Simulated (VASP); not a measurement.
# Na2CoHgF6 (Fm-3m) in VASP: single point with PBEsol

Aim: the single point of Na2CoHgF6 with PBEsol.

Everything below comes from runs of VASP 6.6.1. Logs are shortened: lines on timing, memory, paths and dates and some standing lists are left out, and cuts for length are marked.

### 1 The cell of the first run

Symmetry: Fm-3m, No. 225, cubic system. Conventional cell: a = 8.548 Å, b = 8.548 Å, c = 8.548 Å, α = 90.00°, β = 90.00°, γ = 90.00°. Na (site symmetry -43m) has 12 F at 3.05 Å and 4 Co at 3.70 Å and 4 Hg at 3.70 Å within 4.0 Å. Within 2.3 Å of Co (site symmetry m-3m) lie 6 F at 1.72 Å. Hg (site symmetry m-3m) has 6 F at 2.56 Å within 3.4 Å. F (site symmetry 4mm) has 1 Co at 1.72 Å within 2.3 Å.

### 2 Single point, PBEsol (strained)

Input file INCAR:

```
SYSTEM = Na2CoHgF6
PREC = Accurate
ENCUT = 520
EDIFF = 1E-6
ISMEAR = 0
SIGMA = 0.1
LREAL = .FALSE.
LASPH = .TRUE.
NELM = 60
ALGO = Normal
ISIF = 2
LWAVE = .FALSE.
LCHARG = .FALSE.
GGA = PS
NBANDS = 50
```

Input file KPOINTS:

```
Automatic mesh
0
G
  8 8 8
  0 0 0
```

Input file POSCAR:

```
Na2CoHgF6
1.0
    0.0000000000      4.2740705901      4.2740705901
    4.2740705901      0.0000000000      4.2740705901
    4.2740705901      4.2740705901      0.0000000000
Na Co Hg F
2 1 1 6
Direct
    0.2500000000      0.2500000000      0.2500000000
    0.7500000000      0.7500000000      0.7500000000
    0.0000000000      0.0000000000      0.0000000000
    0.5000000000      0.5000000000      0.5000000000
    0.2007156800      0.2007156800      0.7992843200
    0.2007156800      0.7992843200      0.7992843200
    0.7992843200      0.7992843200      0.2007156800
    0.2007156800      0.7992843200      0.2007156800
    0.7992843200      0.2007156800      0.7992843200
    0.7992843200      0.2007156800      0.2007156800
```

Potentials or basis: VASP PAW PBE potentials, release 64 (Na_pv, Co, Hg, F).

Launch:

```bash
cat potpaw_PBE.64/Na_pv/POTCAR potpaw_PBE.64/Co/POTCAR potpaw_PBE.64/Hg/POTCAR potpaw_PBE.64/F/POTCAR > POTCAR
mpirun -np 1 vasp_std > vasp.out
```

OUTCAR:

```text
SYSTEM = Na2CoHgF6
   PREC = Accurate
   ENCUT = 520
   EDIFF = 1E-6
   ISMEAR = 0
   LREAL = .FALSE.
   LASPH = .TRUE.
   NELM = 60
   ISIF = 2
   GGA = PS

 ion  position               nearest neighbor table
   1  0.250  0.250  0.250-
   2  0.750  0.750  0.750-
   3  0.000  0.000  0.000-   5 1.72   6 1.72   7 1.72   8 1.72   9 1.72  10 1.72
   4  0.500  0.500  0.500-   5 2.56   6 2.56   7 2.56   8 2.56   9 2.56  10 2.56
   5  0.201  0.201  0.799-   3 1.72   4 2.56
   6  0.201  0.799  0.799-   3 1.72   4 2.56
   7  0.799  0.799  0.201-   3 1.72   4 2.56
   8  0.201  0.799  0.201-   3 1.72   4 2.56
   9  0.799  0.201  0.799-   3 1.72   4 2.56
  10  0.799  0.201  0.201-   3 1.72   4 2.56

  LATTYP: Found a face centered cubic cell.
 ALAT       =     8.5481411802

  Lattice vectors:

 A1 = (   0.0000000000,   4.2740705901,   4.2740705901)
 A2 = (   4.2740705901,   0.0000000000,   4.2740705901)
 A3 = (   4.2740705901,   4.2740705901,   0.0000000000)

Analysis of symmetry for initial positions (statically):
=====================================================================
 Subroutine PRICEL returns:
 Original cell was already a primitive cell.

 Routine SETGRP: Setting up the symmetry group for a
 face centered cubic supercell.

 Subroutine GETGRP returns: Found 48 space group operations
[... 9 lines left out ...]

 Routine SETGRP: Setting up the symmetry group for a
 face centered cubic supercell.

 Subroutine GETGRP returns: Found 48 space group operations
[... 11 lines left out ...]
                                     Primitive cell

  volume of cell :     156.1547

  direct lattice vectors                    reciprocal lattice vectors
     0.000000000  4.274070590  4.274070590    -0.116984497  0.116984497  0.116984497
     4.274070590  0.000000000  4.274070590     0.116984497 -0.116984497  0.116984497
     4.274070590  4.274070590  0.000000000     0.116984497  0.116984497 -0.116984497

  length of vectors
     6.044448595  6.044448595  6.044448595     0.202623093  0.202623093  0.202623093

  position of ions in fractional coordinates (direct lattice)
     0.250000000  0.250000000  0.250000000
     0.750000000  0.750000000  0.750000000
     0.000000000  0.000000000  0.000000000
     0.500000000  0.500000000  0.500000000
     0.200715680  0.200715680  0.799284320
     0.200715680  0.799284320  0.799284320
     0.799284320  0.799284320  0.200715680
     0.200715680  0.799284320  0.200715680
     0.799284320  0.200715680  0.799284320
     0.799284320  0.200715680  0.200715680

  ion indices of the primitive-cell ions
   primitive index   ion index
                 1           1
                 2           2
                 3           3
                 4           4
                 5           5
                 6           6
                 7           7
                 8           8
                 9           9
                10          10

----------------------------------------------------------------------------------------

 KPOINTS: Automatic mesh

Automatic generation of k-mesh.
 Grid dimensions read from file:
 generate k-points for:    8    8    8

 Generating k-lattice:

  Cartesian coordinates                     Fractional coordinates (reciprocal lattice)
    -0.014623062  0.014623062  0.014623062     0.125000000  0.000000000  0.000000000
     0.014623062 -0.014623062  0.014623062     0.000000000  0.125000000  0.000000000
     0.014623062  0.014623062 -0.014623062     0.000000000  0.000000000  0.125000000

  Length of vectors
     0.025327887  0.025327887  0.025327887

  Shift w.r.t. Gamma in fractional coordinates (k-lattice)
     0.000000000  0.000000000  0.000000000

 Subroutine IBZKPT returns following result:
 ===========================================

 Found     29 irreducible k-points:

 Following reciprocal coordinates:
            Coordinates               Weight
  0.000000  0.000000  0.000000      1.000000
  0.125000  0.000000  0.000000      8.000000
  0.250000  0.000000  0.000000      8.000000
  0.375000  0.000000  0.000000      8.000000
  0.500000  0.000000  0.000000      4.000000
  0.125000  0.125000  0.000000      6.000000
[... 16 lines left out ...]
  0.500000  0.250000  0.125000     48.000000
 -0.375000  0.250000  0.125000     24.000000
 [... further k-points ...]
   k-points           NKPTS =     29   k-points in BZ     NKDIM =     29   number of bands    NBANDS=     50
   number of dos      NEDOS =    301   number of ions     NIONS =     10
   total plane-waves  NPLWV = 110592
   dimension x,y,z NGX =    48 NGY =   48 NGZ =   48
   dimension x,y,z NGXF=    96 NGYF=   96 NGZF=   96
   ions per type =               2   1   1   6
   NGX,Y,Z   is equivalent  to a cutoff of  13.20, 13.20, 13.20 a.u.
   NGXF,Y,Z  is equivalent  to a cutoff of  26.40, 26.40, 26.40 a.u.
 SYSTEM =  Na2CoHgF6
   PREC   = accura    normal or accurate (medium, high low for compatibility)
   ISTART =      0    job   : 0-new  1-cont  2-samecut
   ICHARG =      2    charge: 1-file 2-atom 10-const
   ISPIN  =      1    spin polarized calculation?
   LNONCOLLINEAR =      F non collinear calculations
   LSORBIT =      F    spin-orbit coupling
   LASPH  =      T    aspherical Exc in radial PAW
   ENCUT  =  520.0 eV  38.22 Ry    6.18 a.u.  11.24 11.24 11.24*2*pi/ulx,y,z
   NELM   =     60;   NELMIN=  2; NELMDL= -5     # of ELM steps
   EDIFF  = 0.1E-05   stopping-criterion for ELM
   LREAL  =      F    real-space projection
   EDIFFG = 0.1E-04   stopping-criterion for IOM
   NSW    =      0    number of steps for IOM
   IBRION =     -1    ionic relax: 0-MD 1-quasi-New 2-CG
   NFREE  =      0    steps in history (QN), initial steepest desc. (CG)
   ISIF   =      2    stress and relaxation
   ISYM   =      2    0-nonsym 1-usesym 2-fastsym
   POTIM  = 0.5000    time-step for ionic-motion
   TEBEG  =    0.0;   TEEND  =   0.0 temperature during run
   PSTRESS=    0.0 pullay stress
   NELECT =      77.0000    total number of electrons
   NUPDOWN=      -1.0000    fix difference up-down
   EMIN   =  10.00;   EMAX   =-10.00  energy-range for DOS
   EFERMI =   0.00;   METHOD = LEGACY
   ISMEAR =     0;   SIGMA  =   0.10  broadening in eV -4-tet -1-fermi 0-gaus
   EFERMI_NEDOS =   21; number of points for ismear=-14 and -15
   IALGO  =     38    algorithm
   IMIX   =      4    mixing-type and parameters
     AMIX     =   0.40;   BMIX     =  1.00
     AMIX_MAG =   1.60;   BMIX_MAG =  1.00
  volume/ion in A,a.u.               =      15.62       105.38
  Fermi-wavevector in a.u.,A,eV,Ry     =   1.293362  2.444100 22.759620  1.672785
  Thomas-Fermi vector in A             =   2.425012
   LORBIT       =      0    0 simple, 1 ext, 2 COOP (PROOUT), +10 PAW based schemes
   GGA     = PS    functional components
   LHFCALC =     F    Hartree Fock is set to
   AEXX    =    0.0000 exact exchange contribution
   IVDW    =     0    specifies the selected vdW correction
   LEPSILON=     F    determine dielectric tensor
   LRPA    =     F    only Hartree local field effects (RPA)
 non-spin polarized calculation
 Gauss-broadening in eV      SIGMA  =   0.10
  energy-cutoff  :      520.00
  volume of cell :      156.15
 maximum number of plane-waves:      4279
 NGX is ok and might be reduce to    48
   NGX = 23   NGY = 23   NGZ = 23

 number of electron      77.0000013 magnetization

 Free energy of the ion-electron system (eV)
  ---------------------------------------------------
  ext. energy  EPLUGINS =         0.00000000
  ---------------------------------------------------
  free energy    TOTEN  =       -40.19109583 eV

  energy without entropy =      -40.12079612  energy(sigma->0) =      -40.15594597

 E-fermi :   0.4499     XC(G=0):  -8.8123

 val. band max:        0.4370239751   @ k =   0.2500   0.0000   0.0000
 cond. band min:       0.4807709494   @ k =  -0.2500   0.2500   0.0000
 fundamental gap:      0.0437469743
 Fermi energy:         0.4498595588

 k-point     1 :       0.0000    0.0000    0.0000
  band No.  band energies     occupation
      1     -23.1362      2.00000
      2     -23.0472      2.00000
      3     -23.0472      2.00000
      4     -23.0472      2.00000
      5     -23.0444      2.00000
      6     -23.0444      2.00000
[... 42 lines left out ...]
     49       8.6116      0.00000
     50      10.1749      0.00000

 k-point     2 :       0.1250    0.0000    0.0000
  band No.  band energies     occupation
      1     -23.1412      2.00000
      2     -23.0478      2.00000
      3     -23.0473      2.00000
      4     -23.0473      2.00000
      5     -23.0447      2.00000
      6     -23.0447      2.00000
[... 42 lines left out ...]
     49       8.9944      0.00000
     50      10.1352      0.00000

 k-point     3 :       0.2500    0.0000    0.0000
  band No.  band energies     occupation
      1     -23.1512      2.00000
      2     -23.0491      2.00000
      3     -23.0476      2.00000
      4     -23.0476      2.00000
      5     -23.0454      2.00000
      6     -23.0454      2.00000
[... 42 lines left out ...]
     49       9.7415      0.00000
     50      10.2346      0.00000

 k-point     4 :       0.3750    0.0000    0.0000
  band No.  band energies     occupation
      1     -23.1587      2.00000
      2     -23.0504      2.00000
      3     -23.0479      2.00000
      4     -23.0479      2.00000
      5     -23.0462      2.00000
      6     -23.0462      2.00000
[... 999 lines left out ...]
 k-point    23 :       0.5000    0.2500    0.1250
  band No.  band energies     occupation
      1     -23.1641      2.00000
      2     -23.0530      2.00000
      3     -23.0498      2.00000
      4     -23.0475      2.00000
      5     -23.0449      2.00000
      6     -23.0440      2.00000
[... 42 lines left out ...]
     49      10.3166      0.00000
     50      10.5886      0.00000

 k-point    24 :      -0.3750    0.2500    0.1250
  band No.  band energies     occupation
      1     -23.1662      2.00000
      2     -23.0538      2.00000
      3     -23.0489      2.00000
      4     -23.0489      2.00000
      5     -23.0445      2.00000
      6     -23.0443      2.00000
[... 42 lines left out ...]
     49      10.0244      0.00000
     50      10.6161      0.00000

 [... further k-points ...]
[... 5 lines left out ...]
  --------------------------------------------------------------------------------------
  -------------------------------------------------------------------------------------
  Total        8.0267600      8.0267600      8.0267600      0.0000000      0.0000000      0.0000000
  in kB       82.3561042     82.3561042     82.3561042      0.0000000      0.0000000      0.0000000
  external PRESSURE =      82.3561042 kB  Pullay stress =       0.0000000 kB

 VOLUME and BASIS-vectors are now :
 -----------------------------------------------------------------------------
  energy-cutoff  :      520.00
  volume of cell :      156.15
      direct lattice vectors                 reciprocal lattice vectors
     0.000000000  4.274070590  4.274070590    -0.116984497  0.116984497  0.116984497
     4.274070590  0.000000000  4.274070590     0.116984497 -0.116984497  0.116984497
     4.274070590  4.274070590  0.000000000     0.116984497  0.116984497 -0.116984497

 POSITION                                       TOTAL-FORCE (eV/Angst)
 -----------------------------------------------------------------------------------
      2.13704      2.13704      2.13704         0.000000      0.000000     -0.000000
      6.41111      6.41111      6.41111        -0.000000     -0.000000     -0.000000
      0.00000      0.00000      0.00000        -0.000000      0.000000     -0.000000
      4.27407      4.27407      4.27407         0.000000     -0.000000     -0.000000
      4.27407      4.27407      1.71575         0.000000      0.000000      2.901963
      6.83240      4.27407      4.27407        -2.901963      0.000000     -0.000000
      4.27407      4.27407      6.83240         0.000000      0.000000     -2.901963
      4.27407      1.71575      4.27407         0.000000      2.901963     -0.000000
      4.27407      6.83240      4.27407         0.000000     -2.901963     -0.000000
      1.71575      4.27407      4.27407         2.901963      0.000000     -0.000000
 -----------------------------------------------------------------------------------
    total drift:                                0.000000      0.000000     -0.000000

  FREE ENERGIE OF THE ION-ELECTRON SYSTEM (eV)
  ---------------------------------------------------
  free  energy   TOTEN  =       -40.1910958287 eV

  energy  without entropy=      -40.1207961151  energy(sigma->0) =      -40.15594597
```

Run time: 3.5 min. Hardware: 1 thread of Intel Xeon Platinum 8488C (Sapphire Rapids), shared host; peak memory 0.45 GiB.

Results:

* Free energy: -40.1911 eV
* Pressure: 8.2 GPa
* Largest force: 2.902 eV/Å

Forces on the atoms (eV/Å):
```
Na   0.000  0.000  0.000
Na   0.000  0.000  0.000
Co   0.000  0.000  0.000
Hg   0.000  0.000  0.000
F    0.000  0.000  2.902
F   -2.902  0.000  0.000
F    0.000  0.000 -2.902
F    0.000  2.902  0.000
F    0.000 -2.902  0.000
F    2.902  0.000  0.000
```

Levels at points of the mesh, in eV from the Fermi level:
```tsv
k point	band 35	band 36	band 37	band 38	band 39	band 40	band 41	band 42	band 43	band 44
(0.00, 0.00, 0.00)	-2.77	-0.47	-0.14	-0.14	-0.14	2.57	2.57	4.48	6.32	6.38
(0.50, 0.00, 0.00)	-2.83	-0.19	-0.11	-0.11	0.40	2.13	2.13	3.75	5.48	6.38
(0.50, 0.50, 0.00)	-2.78	-0.80	-0.17	-0.03	-0.03	2.57	3.21	4.08	5.65	5.65
```

Caveat: the cell differs from its parent crystal (strained); the PAW data sets were made with another functional, which shifts forces and pressure a little; spin-orbit coupling is left out, which moves the levels of the heavy elements; an odd number of electrons without spin polarisation forces a metal; a magnetic or distorted state may lie lower; the run has no spin polarisation, though such a crystal can be magnetic; semilocal functionals often make such compounds metallic where correlation or magnetic order opens a gap, which also shifts bond lengths. Spin polarisation is off, so any magnetic state and its effect on volume and gap are missing.
